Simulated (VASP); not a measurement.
# EuS (Fm-3m) in VASP: a series of runs

Aim: see how the results for EuS move with the level of theory and the settings. Levels: PBE, LDA. Tasks: single point.

Everything below comes from runs of VASP 6.6.1. Logs are shortened: lines on timing, memory, paths and dates and some standing lists are left out, and cuts for length are marked.

## 1. The cell of the first run

The structure is cubic, space group Fm-3m (No. 225). Conventional cell: a = 5.996 Å, b = 5.996 Å, c = 5.996 Å, α = 90.00°, β = 90.00°, γ = 90.00°. Within 3.9 Å of Eu (site symmetry m-3m) lie 6 S at 3.00 Å. S (site symmetry m-3m) has 6 Eu at 3.00 Å within 3.9 Å.

## 2. Single point, PBE, collinear spin, ferromagnetic start

INCAR

```
PREC = Accurate ; ENCUT = 600
EDIFF = 1E-6 ; ISMEAR = -1
SIGMA = 0.05 ; LREAL = F
LASPH = T ; NELM = 200
ALGO = Normal ; ISIF = 2
LWAVE = F ; LCHARG = T
ISPIN = 2 ; MAGMOM = 7 0
LORBIT = 11 ; LMAXMIX = 6
GGA = PE ; LELF = T
LVHAR = T ; NBANDS = 22
GGA_COMPAT = F
```

KPOINTS

```
regular mesh
0
Gamma
  8 8 8
```

POSCAR

```
EuS
1.0
    0.0000000000      2.9982257404      2.9982257404
    2.9982257404      0.0000000000      2.9982257404
    2.9982257404      2.9982257404      0.0000000000
Eu S
1 1
Direct
    0.0000000000      0.0000000000      0.0000000000
    0.5000000000      0.5000000000      0.5000000000
```

Potentials or basis: VASP PAW PBE potentials, release 64 (Eu, S).

The run is started by

```console
cat potpaw_PBE.64/Eu/POTCAR potpaw_PBE.64/S/POTCAR > POTCAR
mpirun -np 1 vasp_std > vasp.out
```

OUTCAR:

```text
PREC = Accurate
   ENCUT = 600
   EDIFF = 1E-6
   ISMEAR = -1
   LREAL = F
   LASPH = T
   NELM = 200
   ISIF = 2
   ISPIN = 2
   LORBIT = 11
   GGA = PE

 ion  position               nearest neighbor table
   1  0.000  0.000  0.000-   2 3.00   2 3.00   2 3.00   2 3.00   2 3.00   2 3.00
   2  0.500  0.500  0.500-   1 3.00   1 3.00   1 3.00   1 3.00   1 3.00   1 3.00

  LATTYP: Found a face centered cubic cell.
 ALAT       =     5.9964514808

  Lattice vectors:

 A1 = (   0.0000000000,   2.9982257404,   2.9982257404)
 A2 = (   2.9982257404,   0.0000000000,   2.9982257404)
 A3 = (   2.9982257404,   2.9982257404,   0.0000000000)

Analysis of symmetry for initial positions (statically):
=====================================================================
 Subroutine PRICEL returns:
 Original cell was already a primitive cell.

 Routine SETGRP: Setting up the symmetry group for a
 face centered cubic supercell.

 Subroutine GETGRP returns: Found 48 space group operations
 (whereof 48 operations were pure point group operations)
 out of a pool of 48 trial point group operations.

The static configuration has the point symmetry O_h .

Analysis of symmetry for dynamics (positions and initial velocities):
=====================================================================
 Subroutine PRICEL returns:
 Original cell was already a primitive cell.

 Routine SETGRP: Setting up the symmetry group for a
 face centered cubic supercell.

 Subroutine GETGRP returns: Found 48 space group operations
 (whereof 48 operations were pure point group operations)
 out of a pool of 48 trial point group operations.

The dynamic configuration has the point symmetry O_h .

Analysis of structural, dynamic, and magnetic symmetry:
=====================================================================
 Subroutine PRICEL returns:
 Original cell was already a primitive cell.

 Routine SETGRP: Setting up the symmetry group for a
 face centered cubic supercell.

 Subroutine GETGRP returns: Found 48 space group operations
 (whereof 48 operations were pure point group operations)
 out of a pool of 48 trial point group operations.

The overall configuration has the point symmetry O_h .

 Subroutine INISYM returns: Found 48 space group operations
 (whereof 48 operations are pure point group operations),
 and found     1 'primitive' translations

----------------------------------------------------------------------------------------

                                     Primitive cell

  volume of cell :      53.9042

  direct lattice vectors                    reciprocal lattice vectors
     0.000000000  2.998225740  2.998225740    -0.166765295  0.166765295  0.166765295
     2.998225740  0.000000000  2.998225740     0.166765295 -0.166765295  0.166765295
     2.998225740  2.998225740  0.000000000     0.166765295  0.166765295 -0.166765295

  length of vectors
     4.240131505  4.240131505  4.240131505     0.288845964  0.288845964  0.288845964

  position of ions in fractional coordinates (direct lattice)
     0.000000000  0.000000000  0.000000000
     0.500000000  0.500000000  0.500000000

  ion indices of the primitive-cell ions
   primitive index   ion index
                 1           1
                 2           2

----------------------------------------------------------------------------------------

 KPOINTS: regular mesh

Automatic generation of k-mesh.
 Grid dimensions read from file:
 generate k-points for:    8    8    8

 Generating k-lattice:

  Cartesian coordinates                     Fractional coordinates (reciprocal lattice)
    -0.020845662  0.020845662  0.020845662     0.125000000  0.000000000  0.000000000
     0.020845662 -0.020845662  0.020845662     0.000000000  0.125000000  0.000000000
     0.020845662  0.020845662 -0.020845662     0.000000000  0.000000000  0.125000000

  Length of vectors
     0.036105745  0.036105745  0.036105745

  Shift w.r.t. Gamma in fractional coordinates (k-lattice)
     0.000000000  0.000000000  0.000000000

 Subroutine IBZKPT returns following result:
 ===========================================

 Found     29 irreducible k-points:

 Following reciprocal coordinates:
            Coordinates               Weight
  0.000000  0.000000  0.000000      1.000000
  0.125000  0.000000  0.000000      8.000000
  0.250000  0.000000  0.000000      8.000000
  0.375000  0.000000  0.000000      8.000000
  0.500000  0.000000  0.000000      4.000000
  0.125000  0.125000  0.000000      6.000000
[... 16 lines left out ...]
  0.500000  0.250000  0.125000     48.000000
 -0.375000  0.250000  0.125000     24.000000
 [... further k-points ...]
   k-points           NKPTS =     29   k-points in BZ     NKDIM =     29   number of bands    NBANDS=     22
   number of dos      NEDOS =    301   number of ions     NIONS =      2
   total plane-waves  NPLWV =  46656
   dimension x,y,z NGX =    36 NGY =   36 NGZ =   36
   dimension x,y,z NGXF=    72 NGYF=   72 NGZF=   72
   ions per type =               1   1
   NGX,Y,Z   is equivalent  to a cutoff of  14.11, 14.11, 14.11 a.u.
   NGXF,Y,Z  is equivalent  to a cutoff of  28.23, 28.23, 28.23 a.u.
 SYSTEM =  unknown system
   PREC   = accura    normal or accurate (medium, high low for compatibility)
   ISTART =      0    job   : 0-new  1-cont  2-samecut
   ICHARG =      2    charge: 1-file 2-atom 10-const
   ISPIN  =      2    spin polarized calculation?
   LNONCOLLINEAR =      F non collinear calculations
   LSORBIT =      F    spin-orbit coupling
   LASPH  =      T    aspherical Exc in radial PAW
   ENCUT  =  600.0 eV  44.10 Ry    6.64 a.u.   8.47  8.47  8.47*2*pi/ulx,y,z
   NELM   =    200;   NELMIN=  2; NELMDL= -5     # of ELM steps
   EDIFF  = 0.1E-05   stopping-criterion for ELM
   LREAL  =      F    real-space projection
   EDIFFG = 0.1E-04   stopping-criterion for IOM
   NSW    =      0    number of steps for IOM
   IBRION =     -1    ionic relax: 0-MD 1-quasi-New 2-CG
   NFREE  =      0    steps in history (QN), initial steepest desc. (CG)
   ISIF   =      2    stress and relaxation
   ISYM   =      2    0-nonsym 1-usesym 2-fastsym
   POTIM  = 0.5000    time-step for ionic-motion
   TEBEG  =    0.0;   TEEND  =   0.0 temperature during run
   PSTRESS=    0.0 pullay stress
   NELECT =      23.0000    total number of electrons
   NUPDOWN=      -1.0000    fix difference up-down
   EMIN   =  10.00;   EMAX   =-10.00  energy-range for DOS
   EFERMI =   0.00;   METHOD = LEGACY
   ISMEAR =    -1;   SIGMA  =   0.05  broadening in eV -4-tet -1-fermi 0-gaus
   EFERMI_NEDOS =   21; number of points for ismear=-14 and -15
   IALGO  =     38    algorithm
   IMIX   =      4    mixing-type and parameters
     AMIX     =   0.40;   BMIX     =  1.00
     AMIX_MAG =   1.60;   BMIX_MAG =  1.00
  volume/ion in A,a.u.               =      26.95       181.88
  Fermi-wavevector in a.u.,A,eV,Ry     =   1.232470  2.329031 20.667018  1.518983
  Thomas-Fermi vector in A             =   2.367239
   LORBIT       =     11    0 simple, 1 ext, 2 COOP (PROOUT), +10 PAW based schemes
   GGA     = PE    functional components
   LHFCALC =     F    Hartree Fock is set to
   AEXX    =    0.0000 exact exchange contribution
   IVDW    =     0    specifies the selected vdW correction
   LEPSILON=     F    determine dielectric tensor
   LRPA    =     F    only Hartree local field effects (RPA)
 spin polarized calculation
  energy-cutoff  :      600.00
  volume of cell :       53.90
 maximum number of plane-waves:      1826
 NGX is ok and might be reduce to    36
   NGX = 17   NGY = 17   NGZ = 17

 number of electron      22.9999998 magnetization       6.9833571

 Free energy of the ion-electron system (eV)
  ---------------------------------------------------
  ext. energy  EPLUGINS =         0.00000000
  ---------------------------------------------------
  free energy    TOTEN  =       -19.88283699 eV

  energy without entropy =      -19.87250417  energy(sigma->0) =      -19.87767058

 E-fermi :   4.2045     XC(G=0):  -9.5419

 val. band max:        4.1314501246   @ k =   0.1250   0.1250   0.0000
 cond. band min:       4.2231918306   @ k =   0.0000   0.0000   0.0000
 fundamental gap:      0.0917417061
 Fermi energy:         4.2045028073

 spin component 1

 k-point     1 :       0.0000    0.0000    0.0000
  band No.  band energies     occupation
      1     -37.3587      1.00000
      2     -16.0765      1.00000
      3     -16.0765      1.00000
      4     -16.0765      1.00000
      5      -9.2428      1.00000
      6       1.4207      1.00000
[... 14 lines left out ...]
     21       6.1146      0.00000
     22      11.4968      0.00000

 k-point     2 :       0.1250    0.0000    0.0000
  band No.  band energies     occupation
      1     -37.3570      1.00000
      2     -16.1235      1.00000
      3     -16.0799      1.00000
      4     -16.0799      1.00000
      5      -9.1315      1.00000
      6       0.8759      1.00000
[... 14 lines left out ...]
     21       6.6625      0.00000
     22      12.0755      0.00000

 k-point     3 :       0.2500    0.0000    0.0000
  band No.  band energies     occupation
      1     -37.3529      1.00000
      2     -16.2329      1.00000
      3     -16.0882      1.00000
      4     -16.0882      1.00000
      5      -8.8580      1.00000
      6      -0.0942      1.00000
[... 14 lines left out ...]
     21       7.9240      0.00000
     22      12.5476      0.00000
[... 476 lines left out ...]
 k-point    23 :       0.5000    0.2500    0.1250
  band No.  band energies     occupation
      1     -37.3465      1.00000
      2     -16.3008      1.00000
      3     -16.1589      1.00000
      4     -16.1149      1.00000
      5      -8.6344      1.00000
      6      -0.5626      1.00000
[... 14 lines left out ...]
     21      10.5065      0.00000
     22      10.6702      0.00000

 k-point    24 :      -0.3750    0.2500    0.1250
  band No.  band energies     occupation
      1     -37.3451      1.00000
      2     -16.3227      1.00000
      3     -16.1645      1.00000
      4     -16.1232      1.00000
      5      -8.5761      1.00000
      6      -0.6295      1.00000
[... 14 lines left out ...]
     21      10.2317      0.00000
     22      11.0960      0.00000

 [... further k-points ...]

 spin component 2

 k-point     1 :       0.0000    0.0000    0.0000
  band No.  band energies     occupation
      1     -34.2689      1.00000
      2     -13.8170      1.00000
      3     -13.8170      1.00000
      4     -13.8170      1.00000
      5      -9.2427      1.00000
      6       1.5596      1.00000
[... 14 lines left out ...]
     21       8.9128      0.00000
     22      12.6435      0.00000

 k-point     2 :       0.1250    0.0000    0.0000
  band No.  band energies     occupation
      1     -34.2666      1.00000
      2     -13.8936      1.00000
      3     -13.8211      1.00000
      4     -13.8211      1.00000
      5      -9.1097      1.00000
      6       1.0396      1.00000
[... 14 lines left out ...]
     21       8.9515      0.00000
     22      13.1643      0.00000

 k-point     3 :       0.2500    0.0000    0.0000
  band No.  band energies     occupation
      1     -34.2608      1.00000
      2     -14.0654      1.00000
      3     -13.8309      1.00000
      4     -13.8309      1.00000
      5      -8.7940      1.00000
      6       0.1065      1.00000
[... 14 lines left out ...]
     21       9.2502      0.00000
     22      13.6274      0.00000
[... 476 lines left out ...]
 k-point    23 :       0.5000    0.2500    0.1250
  band No.  band energies     occupation
      1     -34.2519      1.00000
      2     -14.1590      1.00000
      3     -13.9272      1.00000
      4     -13.8662      1.00000
      5      -8.5800      1.00000
      6      -0.3428      1.00000
[... 14 lines left out ...]
     21      11.2998      0.00000
     22      11.6594      0.00000

 k-point    24 :      -0.3750    0.2500    0.1250
  band No.  band energies     occupation
      1     -34.2500      1.00000
      2     -14.1897      1.00000
      3     -13.9339      1.00000
      4     -13.8782      1.00000
      5      -8.5224      1.00000
      6      -0.3972      1.00000
[... 14 lines left out ...]
     21      11.2370      0.00000
     22      11.9709      0.00000

 [... further k-points ...]
[... 5 lines left out ...]
  --------------------------------------------------------------------------------------
  -------------------------------------------------------------------------------------
  Total       -1.1716132     -1.1716132     -1.1716132      0.0000000      0.0000000     -0.0000000
  in kB      -34.8234562    -34.8234562    -34.8234562      0.0000000      0.0000000     -0.0000000
  external PRESSURE =     -34.8234562 kB  Pullay stress =       0.0000000 kB

 VOLUME and BASIS-vectors are now :
 -----------------------------------------------------------------------------
  energy-cutoff  :      600.00
  volume of cell :       53.90
      direct lattice vectors                 reciprocal lattice vectors
     0.000000000  2.998225740  2.998225740    -0.166765295  0.166765295  0.166765295
     2.998225740  0.000000000  2.998225740     0.166765295 -0.166765295  0.166765295
     2.998225740  2.998225740  0.000000000     0.166765295  0.166765295 -0.166765295

 POSITION                                       TOTAL-FORCE (eV/Angst)
 -----------------------------------------------------------------------------------
      0.00000      0.00000      0.00000        -0.000000      0.000000      0.000000
      2.99823      2.99823      2.99823         0.000000      0.000000      0.000000
 -----------------------------------------------------------------------------------
    total drift:                               -0.000000      0.000000      0.000000

  FREE ENERGIE OF THE ION-ELECTRON SYSTEM (eV)
  ---------------------------------------------------
  free  energy   TOTEN  =       -19.8828369894 eV

  energy  without entropy=      -19.8725041737  energy(sigma->0) =      -19.87767058

 total charge

# of ion       s       p       d       f       tot
--------------------------------------------------
    1        2.026   5.756   0.293   6.664  14.739
    2        1.316   2.424   0.000   0.000   3.740
--------------------------------------------------
tot          3.342   8.180   0.293   6.664  18.479

 magnetization (x)

# of ion       s       p       d       f       tot
--------------------------------------------------
    1       -0.015  -0.114   0.088   6.635   6.595
    2       -0.007  -0.064   0.000   0.000  -0.071
--------------------------------------------------
tot         -0.021  -0.178   0.088   6.635   6.524
```

Run time: 97 s. Hardware: 1 thread of AMD EPYC 9R45 (Zen 5), shared host; peak memory 0.26 GiB.

Results:

- Free energy: -19.8828 eV
- Pressure: -3.5 GPa
- Band gap on the k mesh: zero (filled and empty bands overlap)
- Net moment: 6.98 μB per cell
- Site moments: Eu +6.59; S -0.07 μB
- Valence electrons inside the program's atomic spheres: Eu 14.74; S 3.74

Caveat: the cell stands under tension; spin-orbit coupling is left out, which moves the levels of the heavy elements; a cell with one magnetic atom can't hold antiferromagnetic order, which such compounds often take; semilocal functionals describe open f shells poorly, which spoils levels, moments and volumes. The state reached can hang on the start; a lower one may exist.

## 3. Single point, LDA, collinear spin, ferromagnetic start

This run uses another cell than the first one, of 27.48 Å³/atom.

INCAR

```
SYSTEM = EuS
  PREC = Accurate
  ENCUT = 600
  EDIFF = 1E-6
  ISMEAR = -1
  SIGMA = 0.05
  LREAL = .False.
  LASPH = .True.
  NELM = 200
  ALGO = Normal
  ISIF = 2
  LWAVE = .False.
  LCHARG = .False.
  ISPIN = 2
  MAGMOM = 7 0
  LORBIT = 11
  LMAXMIX = 6
  GGA = CA
  NBANDS = 22
  GGA_COMPAT = .False.
```

KPOINTS

```
regular mesh
0
Gamma
  8 8 8
  0 0 0
```

POSCAR

```
EuS
1.0
    0.0000000000      3.0176952843      3.0176952843
    3.0176952843      0.0000000000      3.0176952843
    3.0176952843      3.0176952843      0.0000000000
Eu S
1 1
Direct
    0.0000000000      0.0000000000      0.0000000000
    0.5000000000      0.5000000000      0.5000000000
```

Potentials or basis: VASP PAW PBE potentials, release 64 (Eu, S).

The run is started by

```console
cat potpaw_PBE.64/Eu/POTCAR potpaw_PBE.64/S/POTCAR > POTCAR
mpirun -np 1 vasp_std > vasp.out
```

It took 87 s on 1 thread of AMD EPYC 9R45 (Zen 5), shared host; peak memory 0.21 GiB.

Results (log left out):

| Item | Value |
| --- | --- |
| Free energy | -20.4328 eV |
| Pressure | -8.7 GPa |
| Band gap on the k mesh | zero (filled and empty bands overlap) |
| Net moment | 6.96 μB per cell |
| Site moments | Eu +6.61; S -0.06 μB |
| Valence electrons inside the program's atomic spheres | Eu 14.66; S 3.68 |

Levels at points of the mesh, in eV from the Fermi level:
Spin up:
```
           k point  band 11  band 12  band 13  band 14  band 15  band 16  band 17  band 18  band 19  band 20
(0.00, 0.00, 0.00)    -0.26    -0.26     0.02     0.02     0.02     0.56     1.04     1.04     1.04     1.88
(0.50, 0.00, 0.00)    -0.39    -0.31    -0.31    -0.28    -0.26     2.85     3.07     3.47     3.47     6.22
(0.50, 0.50, 0.00)    -0.34    -0.32    -0.32    -0.28    -0.11    -0.11     2.92     2.97     4.25     4.46
```
Spin down:
| k point | band 4 | band 5 | band 6 | band 7 | band 8 | band 9 | band 10 | band 11 | band 12 | band 13 |
| --- | --- | --- | --- | --- | --- | --- | --- | --- | --- | --- |
| (0.00, 0.00, 0.00) | -18.04 | -13.24 | -2.52 | -2.52 | -2.52 | 0.96 | 1.67 | 1.67 | 1.67 | 2.58 |
| (0.50, 0.00, 0.00) | -18.06 | -12.37 | -5.04 | -3.62 | -3.62 | 2.60 | 3.71 | 3.72 | 3.72 | 4.01 |
| (0.50, 0.50, 0.00) | -18.15 | -12.90 | -3.70 | -2.89 | -2.89 | -0.26 | 3.48 | 3.78 | 3.85 | 3.93 |

Caveat: the cell stands under tension; the PAW data sets were made with another functional, which shifts forces and pressure a little; spin-orbit coupling is left out, which moves the levels of the heavy elements; a cell with one magnetic atom can't hold antiferromagnetic order, which such compounds often take; semilocal functionals describe open f shells poorly, which spoils levels, moments and volumes.

(Continued in part 2 of 2.)
